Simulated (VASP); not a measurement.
# SiO2 (P4_2/mnm) in VASP: a series of runs

Runs on SiO2. Level: LDA. Tasks: single point.

Everything below comes from runs of VASP 6.6.1. Logs are shortened: lines on timing, memory, paths and dates and some standing lists are left out, and cuts for length are marked.

**1. The cell of the first run**

It takes space group P4_2/mnm (No. 136, tetragonal). The conventional cell has a = 4.080 Å, b = 4.080 Å, c = 2.534 Å, α = 90.00°, β = 90.00°, γ = 90.00°. Within 2.2 Å of Si (site symmetry mmm) lie 6 O at 1.69 to 1.76 Å. Within 2.2 Å of O (site symmetry m2m) lie 3 Si at 1.69 to 1.76 Å.

**2. Single point, LDA**

The input, INCAR:

```
SYSTEM = SiO2
PREC     = Accurate       ! precision mode
ENCUT    = 520            ! plane-wave cutoff, eV
EDIFF    = 1E-6           ! SCF threshold, eV
ISMEAR   = 0              ! smearing method
SIGMA    = 0.05           ! smearing width, eV
LREAL    = .False.        ! projectors in reciprocal space
LASPH    = .True.         ! aspherical terms in the spheres
NELM     = 100            ! most SCF steps
ALGO     = Normal         ! electronic algorithm
ISIF     = 2              ! what is computed and relaxed
LWAVE    = .False.        ! write WAVECAR
LCHARG   = .False.        ! write CHGCAR
NBANDS   = 25             ! bands
```

The input, KPOINTS:

```
Automatic mesh
0
Gamma
  6 6 8
  0 0 0
```

The input, POSCAR:

```
SiO2
1.0
    4.0804000000      0.0000000000      0.0000000000
    0.0000000000      4.0804000000      0.0000000000
    0.0000000000      0.0000000000      2.5336000000
Si O
2 4
Direct
    0.5000000000      0.5000000000      0.5000000000
    0.0000000000      0.0000000000      0.0000000000
    0.6944252994      0.6944252994      0.0000000000
    0.1944252994      0.8055747006      0.5000000000
    0.3055747006      0.3055747006      0.0000000000
    0.8055747006      0.1944252994      0.5000000000
```

Potentials or basis: VASP PAW LDA potentials, release 64 (Si, O).

Launch:

```bash
cat potpaw_LDA.64/Si/POTCAR potpaw_LDA.64/O/POTCAR > POTCAR
mpirun -np 1 vasp_std > vasp.out
```

OUTCAR:

```text
SYSTEM = SiO2
   PREC = Accurate
   ENCUT = 520
   EDIFF = 1E-6
   ISMEAR = 0
   LREAL = .False.
   LASPH = .True.
   NELM = 100
   ISIF = 2

 ion  position               nearest neighbor table
   1  0.500  0.500  0.500-   3 1.69   5 1.69   3 1.69   5 1.69   4 1.76   6 1.76
   2  0.000  0.000  0.000-   4 1.69   6 1.69   4 1.69   6 1.69   5 1.76   3 1.76
   3  0.694  0.694  0.000-   1 1.69   1 1.69   2 1.76
   4  0.194  0.806  0.500-   2 1.69   2 1.69   1 1.76
   5  0.306  0.306  0.000-   1 1.69   1 1.69   2 1.76
   6  0.806  0.194  0.500-   2 1.69   2 1.69   1 1.76

  LATTYP: Found a simple tetragonal cell.
 ALAT       =     4.0804000000
 C/A-ratio  =     0.6209195177

  Lattice vectors:

 A1 = (   4.0804000000,   0.0000000000,   0.0000000000)
 A2 = (   0.0000000000,   4.0804000000,   0.0000000000)
 A3 = (   0.0000000000,   0.0000000000,   2.5336000000)

Analysis of symmetry for initial positions (statically):
=====================================================================
 Subroutine PRICEL returns:
 Original cell was already a primitive cell.

 Routine SETGRP: Setting up the symmetry group for a
 simple tetragonal supercell.

 Subroutine GETGRP returns: Found 16 space group operations
 (whereof  8 operations were pure point group operations)
 out of a pool of 16 trial point group operations.

The static configuration has the point symmetry D_2h.
 The point group associated with its full space group is D_4h.

Analysis of symmetry for dynamics (positions and initial velocities):
=====================================================================
 Subroutine PRICEL returns:
 Original cell was already a primitive cell.

 Routine SETGRP: Setting up the symmetry group for a
 simple tetragonal supercell.

 Subroutine GETGRP returns: Found 16 space group operations
 (whereof  8 operations were pure point group operations)
 out of a pool of 16 trial point group operations.

The dynamic configuration has the point symmetry D_2h.
 The point group associated with its full space group is D_4h.

 Subroutine INISYM returns: Found 16 space group operations
 (whereof  8 operations are pure point group operations),
 and found     1 'primitive' translations

----------------------------------------------------------------------------------------

                                     Primitive cell

  volume of cell :      42.1836

  direct lattice vectors                    reciprocal lattice vectors
     4.080400000  0.000000000  0.000000000     0.245074012  0.000000000  0.000000000
     0.000000000  4.080400000  0.000000000     0.000000000  0.245074012  0.000000000
     0.000000000  0.000000000  2.533600000     0.000000000  0.000000000  0.394695295

  length of vectors
     4.080400000  4.080400000  2.533600000     0.245074012  0.245074012  0.394695295

  position of ions in fractional coordinates (direct lattice)
     0.500000000  0.500000000  0.500000000
     0.000000000  0.000000000  0.000000000
     0.694425299  0.694425299  0.000000000
     0.194425299  0.805574701  0.500000000
     0.305574701  0.305574701  0.000000000
     0.805574701  0.194425299  0.500000000

  ion indices of the primitive-cell ions
   primitive index   ion index
                 1           1
                 2           2
                 3           3
                 4           4
                 5           5
                 6           6

----------------------------------------------------------------------------------------

 KPOINTS: Automatic mesh

Automatic generation of k-mesh.
 Grid dimensions read from file:
 generate k-points for:    6    6    8

 Generating k-lattice:

  Cartesian coordinates                     Fractional coordinates (reciprocal lattice)
     0.040845669  0.000000000  0.000000000     0.166666667  0.000000000  0.000000000
     0.000000000  0.040845669  0.000000000     0.000000000  0.166666667  0.000000000
     0.000000000  0.000000000  0.049336912     0.000000000  0.000000000  0.125000000

  Length of vectors
     0.040845669  0.040845669  0.049336912

[... 57 lines left out ...]
     24      24.0965      0.00000
     25      25.2538      0.00000

 k-point     4 :       0.5000    0.0000    0.0000
  band No.  band energies     occupation
      1     -12.6503      2.00000
      2     -12.6503      2.00000
      3      -9.2045      2.00000
      4      -9.2045      2.00000
      5      -0.7279      2.00000
      6      -0.7279      2.00000
[... 17 lines left out ...]
     24      24.2536      0.00000
     25      24.9208      0.00000

 k-point     5 :       0.1667    0.1667    0.0000
  band No.  band energies     occupation
      1     -13.7168      2.00000
      2     -10.8753      2.00000
      3      -9.9622      2.00000
      4      -9.0013      2.00000
      5      -1.7105      2.00000
      6       1.4940      2.00000
[... 17 lines left out ...]
     24      23.6133      0.00000
     25      25.5998      0.00000

 k-point     6 :       0.3333    0.1667    0.0000
  band No.  band energies     occupation
      1     -13.2563      2.00000
      2     -11.6540      2.00000
      3      -9.8301      2.00000
      4      -9.1055      2.00000
      5      -1.1684      2.00000
      6       0.6454      2.00000
[... 17 lines left out ...]
     24      23.7843      0.00000
     25      25.0965      0.00000
[... 393 lines left out ...]
 k-point    21 :       0.0000    0.0000    0.2500
  band No.  band energies     occupation
      1     -13.0838      2.00000
      2      -9.5196      2.00000
      3      -9.3265      2.00000
      4      -9.3265      2.00000
      5      -1.7408      2.00000
      6       2.0934      2.00000
[... 17 lines left out ...]
     24      24.3536      0.00000
     25      24.3551      0.00000

 k-point    22 :       0.1667    0.0000    0.2500
  band No.  band energies     occupation
      1     -12.9350      2.00000
      2     -10.1347      2.00000
      3      -9.2688      2.00000
      4      -8.9992      2.00000
      5      -1.4649      2.00000
      6       1.5173      2.00000
[... 17 lines left out ...]
     24      23.8700      0.00000
     25      24.1212      0.00000

 k-point    23 :       0.3333    0.0000    0.2500
  band No.  band energies     occupation
      1     -12.5012      2.00000
      2     -10.9899      2.00000
      3      -9.1207      2.00000
      4      -8.8774      2.00000
      5      -0.7816      2.00000
      6       0.8182      2.00000
[... 17 lines left out ...]
     24      23.3132      0.00000
     25      23.7324      0.00000

 k-point    24 :       0.5000    0.0000    0.2500
  band No.  band energies     occupation
      1     -11.8249      2.00000
      2     -11.8249      2.00000
      3      -8.9550      2.00000
      4      -8.9550      2.00000
      5       0.0184      2.00000
      6       0.0184      2.00000
[... 17 lines left out ...]
     24      23.0678      0.00000
     25      23.7988      0.00000

 [... further k-points ...]
[... 5 lines left out ...]
  --------------------------------------------------------------------------------------
  -------------------------------------------------------------------------------------
  Total        7.5828688      7.5828688     14.7004027     -0.0000000      0.0000000      0.0000000
  in kB      288.0053757    288.0053757    558.3368427     -0.0000000      0.0000000      0.0000000
  external PRESSURE =     378.1158647 kB  Pullay stress =       0.0000000 kB

 VOLUME and BASIS-vectors are now :
 -----------------------------------------------------------------------------
  energy-cutoff  :      520.00
  volume of cell :       42.18
      direct lattice vectors                 reciprocal lattice vectors
     4.080400000  0.000000000  0.000000000     0.245074012  0.000000000  0.000000000
     0.000000000  4.080400000  0.000000000     0.000000000  0.245074012  0.000000000
     0.000000000  0.000000000  2.533600000     0.000000000  0.000000000  0.394695295

 POSITION                                       TOTAL-FORCE (eV/Angst)
 -----------------------------------------------------------------------------------
      2.04020      2.04020      1.26680         0.000000      0.000000      0.000000
      0.00000      0.00000      0.00000         0.000000      0.000000      0.000000
      2.83353      2.83353      0.00000         0.437485      0.437485     -0.000000
      0.79333      3.28707      1.26680         0.437485     -0.437485      0.000000
      1.24687      1.24687      0.00000        -0.437485     -0.437485      0.000000
      3.28707      0.79333      1.26680        -0.437485      0.437485     -0.000000
 -----------------------------------------------------------------------------------
    total drift:                               -0.000000      0.000000      0.000000

  FREE ENERGIE OF THE ION-ELECTRON SYSTEM (eV)
  ---------------------------------------------------
  free  energy   TOTEN  =       -51.4599454807 eV

  energy  without entropy=      -51.4599454807  energy(sigma->0) =      -51.45994548
```

It took 17 s on 1 thread of Intel Xeon 6975P-C (Granite Rapids), shared host; peak memory 0.15 GiB.

What came out:

```yaml
Free_energy: -51.4599 eV
Pressure: 37.8 GPa
Largest_force: 0.619 eV/Å
Band_gap_on_the_k_mesh: 7.24 eV, direct
```

Forces on the atoms (eV/Å):
```
Si   0.000  0.000  0.000
Si   0.000  0.000  0.000
O    0.437  0.437  0.000
O    0.437 -0.437  0.000
O   -0.437 -0.437  0.000
O   -0.437  0.437  0.000
```

Levels at points of the mesh, in eV from the valence-band top:
| k point | band 13 | band 14 | band 15 | band 16 | band 17 | band 18 | band 19 | band 20 |
| --- | --- | --- | --- | --- | --- | --- | --- | --- |
| (0.00, 0.00, 0.00) | -2.47 | -0.99 | -0.99 | 0.00 | 7.24 | 7.56 | 9.60 | 9.60 |
| (0.50, 0.00, 0.00) | -2.79 | -2.79 | -1.22 | -1.22 | 9.15 | 9.15 | 10.09 | 10.09 |
| (0.50, 0.50, 0.00) | -2.87 | -2.87 | -2.77 | -2.77 | 8.72 | 8.72 | 11.10 | 11.10 |
| (0.00, 0.00, 0.50) | -3.57 | -3.57 | -3.10 | -3.10 | 10.16 | 10.16 | 13.45 | 13.45 |
| (0.50, 0.00, 0.50) | -2.62 | -2.62 | -2.05 | -2.05 | 9.47 | 9.47 | 10.56 | 10.56 |
| (0.50, 0.50, 0.50) | -2.04 | -2.04 | -1.81 | -1.81 | 8.16 | 8.16 | 11.40 | 11.40 |

**3. Single point, LDA**

This run uses another cell than the first one, of 7.07 Å³/atom, 1.005 times its volume.

The input, INCAR:

```
PREC = Accurate
ENCUT = 520
EDIFF = 1E-6
ISMEAR = 0
SIGMA = 0.05
LREAL = F
LASPH = T
NELM = 60
ALGO = Normal
ISIF = 2
LWAVE = F
LCHARG = T
LELF = T
LVHAR = T
NBANDS = 25
```

The input, KPOINTS:

```
regular mesh
0
Gamma
  6 6 8
```

POSCAR: that of step 2 with these lines changed.

```diff
@@ -2,5 +2,5 @@
 1.0
-    4.0804000000      0.0000000000      0.0000000000
-    0.0000000000      4.0804000000      0.0000000000
-    0.0000000000      0.0000000000      2.5336000000
+    4.2549000000      0.0000000000      0.0000000000
+    0.0000000000      4.2549000000      0.0000000000
+    0.0000000000      0.0000000000      2.3420000000
 Si O
```

Potentials or basis: VASP PAW LDA potentials, release 64 (Si, O).

Launch:

```bash
cat potpaw_LDA.64/Si/POTCAR potpaw_LDA.64/O/POTCAR > POTCAR
mpirun -np 1 vasp_std > vasp.out
```

Run time: 13 s. Hardware: 1 thread of Intel Xeon 6975P-C (Granite Rapids), shared host; peak memory 0.15 GiB.

It converged, with:

```yaml
Free_energy: -50.0630 eV
Pressure: 47.9 GPa
Largest_force: 0.240 eV/Å
Band_gap_on_the_k_mesh: 7.18 eV, direct
```

Forces on the atoms (eV/Å):
```
Si   0.000  0.000  0.000
Si   0.000  0.000  0.000
O    0.169  0.169  0.000
O    0.169 -0.169  0.000
O   -0.169 -0.169  0.000
O   -0.169  0.169  0.000
```

Stress tensor (GPa, compression positive):
```
 10.05   0.00   0.00
  0.00  10.05   0.00
  0.00   0.00 123.60
```

Levels at points of the mesh, in eV from the valence-band top:
```
           k point  band 13  band 14  band 15  band 16  band 17  band 18  band 19  band 20
(0.00, 0.00, 0.00)    -1.32    -1.02    -1.02     0.00     7.18     9.71    11.07    11.07
(0.50, 0.00, 0.00)    -1.64    -1.64    -1.28    -1.28     9.22     9.22    11.29    11.29
(0.50, 0.50, 0.00)    -2.44    -2.44    -2.10    -2.10     9.60     9.60    11.30    11.30
(0.00, 0.00, 0.50)    -2.82    -2.82    -2.80    -2.80    10.02    10.02    12.62    12.62
(0.50, 0.00, 0.50)    -2.55    -2.55    -1.75    -1.75     9.31     9.31     9.62     9.62
(0.50, 0.50, 0.50)    -2.05    -2.05    -1.52    -1.52     7.74     7.74    11.24    11.24
```

A k mesh can miss the band edges. Expect the measured gap to be larger: semilocal functionals such as LDA lack the derivative discontinuity.

**4. Single point, LDA**

This run uses another cell than the first one, of 7.09 Å³/atom, 1.008 times its volume.

The input, INCAR:

```
PREC = Accurate
ENCUT = 520
EDIFF = 1E-6
ISMEAR = 0
SIGMA = 0.05
LREAL = False
LASPH = True
NELM = 80
ALGO = Normal
ISIF = 2
LWAVE = False
LCHARG = False
NBANDS = 25
```

The input, KPOINTS:

```
Automatic mesh
0
Gamma
  6 6 8
```

POSCAR: that of step 3 with these lines changed.

```diff
@@ -2,5 +2,5 @@
 1.0
-    4.2549000000      0.0000000000      0.0000000000
-    0.0000000000      4.2549000000      0.0000000000
-    0.0000000000      0.0000000000      2.3420000000
+    4.2050000000      0.0000000000      0.0000000000
+    0.0000000000      4.2050000000      0.0000000000
+    0.0000000000      0.0000000000      2.4058000000
 Si O
```

Launch:

```bash
cat potpaw_LDA.64/Si/POTCAR potpaw_LDA.64/O/POTCAR > POTCAR
mpirun -np 1 vasp_std > vasp.out
```

Run time: 14 s. Hardware: 1 thread of Intel Xeon 6975P-C (Granite Rapids), shared host; peak memory 0.15 GiB.

It converged, with:

- Free energy: -50.7694 eV
- Pressure: 41.4 GPa
- Largest force: 0.327 eV/Å
- Band gap on the k mesh: 7.34 eV, direct

Forces on the atoms (eV/Å):
```
Si   0.000  0.000  0.000
Si   0.000  0.000  0.000
O    0.231  0.231  0.000
O    0.231 -0.231  0.000
O   -0.231 -0.231  0.000
O   -0.231  0.231  0.000
```

Stress tensor (GPa, compression positive):
```
14.00  0.00  0.00
 0.00 14.00  0.00
 0.00  0.00 96.17
```

Levels at points of the mesh, in eV from the valence-band top:
| k point | band 12 | band 13 | band 14 | band 15 | band 16 | band 17 | band 18 | band 19 | band 20 | band 21 |
| --- | --- | --- | --- | --- | --- | --- | --- | --- | --- | --- |
| (0.00, 0.00, 0.00) | -2.51 | -1.77 | -1.02 | -1.02 | 0.00 | 7.34 | 8.84 | 10.71 | 10.71 | 10.97 |
| (0.50, 0.00, 0.00) | -3.46 | -2.09 | -2.09 | -1.26 | -1.26 | 9.54 | 9.54 | 10.67 | 10.67 | 11.57 |
| (0.50, 0.50, 0.00) | -2.92 | -2.60 | -2.60 | -2.59 | -2.59 | 9.39 | 9.39 | 11.48 | 11.48 | 13.27 |
| (0.00, 0.00, 0.50) | -5.08 | -3.08 | -3.08 | -2.93 | -2.93 | 9.97 | 9.97 | 12.78 | 12.78 | 13.11 |
| (0.50, 0.00, 0.50) | -4.37 | -2.61 | -2.61 | -1.88 | -1.88 | 9.28 | 9.28 | 9.82 | 9.82 | 12.39 |
| (0.50, 0.50, 0.50) | -4.98 | -2.09 | -2.09 | -1.65 | -1.65 | 7.79 | 7.79 | 11.23 | 11.23 | 11.34 |

A k mesh can miss the band edges. As with any semilocal functional, this LDA gap is likely too small.

**5. Single point, LDA**

This run uses another cell than the first one, of 7.15 Å³/atom, 1.017 times its volume.

The input, INCAR:

```
SYSTEM = SiO2
PREC = Accurate ; ENCUT = 520
EDIFF = 1E-6 ; ISMEAR = 0
SIGMA = 0.05 ; LREAL = .False.
LASPH = .True. ; NELM = 80
ALGO = Normal ; ISIF = 2
LWAVE = .False. ; LCHARG = .False.
NBANDS = 25
```

The input, KPOINTS:

```
regular mesh
0
Gamma
  6 6 8
  0 0 0
```

POSCAR: that of step 4 with these lines changed.

```diff
@@ -2,5 +2,5 @@
 1.0
-    4.2050000000      0.0000000000      0.0000000000
-    0.0000000000      4.2050000000      0.0000000000
-    0.0000000000      0.0000000000      2.4058000000
+    4.2798000000      0.0000000000      0.0000000000
+    0.0000000000      4.2798000000      0.0000000000
+    0.0000000000      0.0000000000      2.3420000000
 Si O
```

Launch:

```bash
cat potpaw_LDA.64/Si/POTCAR potpaw_LDA.64/O/POTCAR > POTCAR
mpirun -np 1 vasp_std > vasp.out
```

Run time: 13 s. Hardware: 1 thread of Intel Xeon 6975P-C (Granite Rapids), shared host; peak memory 0.15 GiB.

Results (log left out):

| Quantity | Value |
| --- | --- |
| Free energy | -50.0877 eV |
| Pressure | 43.0 GPa |
| Largest force | 0.042 eV/Å |
| Band gap on the k mesh | 6.94 eV, direct |

Forces on the atoms (eV/Å):
```
Si   0.000  0.000  0.000
Si   0.000  0.000  0.000
O    0.030  0.030  0.000
O    0.030 -0.030  0.000
O   -0.030 -0.030  0.000
O   -0.030  0.030  0.000
```

Stress tensor (GPa, compression positive):
```
  4.83   0.00   0.00
  0.00   4.83   0.00
  0.00   0.00 119.40
```

Levels at points of the mesh, in eV from the valence-band top:
| k point | band 12 | band 13 | band 14 | band 15 | band 16 | band 17 | band 18 | band 19 | band 20 | band 21 |
| --- | --- | --- | --- | --- | --- | --- | --- | --- | --- | --- |
| (0.00, 0.00, 0.00) | -1.94 | -1.25 | -1.02 | -1.02 | 0.00 | 6.94 | 9.79 | 10.96 | 10.96 | 11.08 |
| (0.50, 0.00, 0.00) | -2.72 | -1.56 | -1.56 | -1.27 | -1.27 | 9.02 | 9.02 | 11.26 | 11.26 | 12.18 |
| (0.50, 0.50, 0.00) | -2.45 | -2.34 | -2.34 | -2.00 | -2.00 | 9.46 | 9.46 | 11.19 | 11.19 | 13.48 |
| (0.00, 0.00, 0.50) | -4.93 | -2.73 | -2.73 | -2.73 | -2.73 | 9.86 | 9.86 | 12.45 | 12.45 | 12.73 |
| (0.50, 0.00, 0.50) | -4.20 | -2.50 | -2.50 | -1.69 | -1.69 | 9.21 | 9.21 | 9.46 | 9.46 | 12.44 |
| (0.50, 0.50, 0.50) | -4.86 | -2.01 | -2.01 | -1.47 | -1.47 | 7.58 | 7.58 | 11.16 | 11.16 | 11.18 |

A k mesh can miss the band edges. Expect the measured gap to be larger: semilocal functionals such as LDA lack the derivative discontinuity.

**6. Overview**

| cell | gap on the mesh (eV) | pressure (GPa) | largest force (eV/Å) |
| --- | --- | --- | --- |
| a = 4.080, b = 4.080, c = 2.534 Å, 6 atoms | 7.24 | 37.8 | 0.62 |
| a = 4.255, b = 4.255, c = 2.342 Å, 6 atoms | 7.18 | 47.9 | 0.24 |
| a = 4.205, b = 4.205, c = 2.406 Å, 6 atoms | 7.34 | 41.4 | 0.33 |
| a = 4.280, b = 4.280, c = 2.342 Å, 6 atoms | 6.94 | 43.0 | 0.04 |

Alike in all rows: task single point; level LDA; potentials or basis VASP PAW LDA potentials, release 64 (Si, O); no spin polarisation; k mesh 6 × 6 × 8; cutoff (eV) 520; smearing gaussian 0.05 eV.

Absolute energies hang on the potentials; compare differences alone.
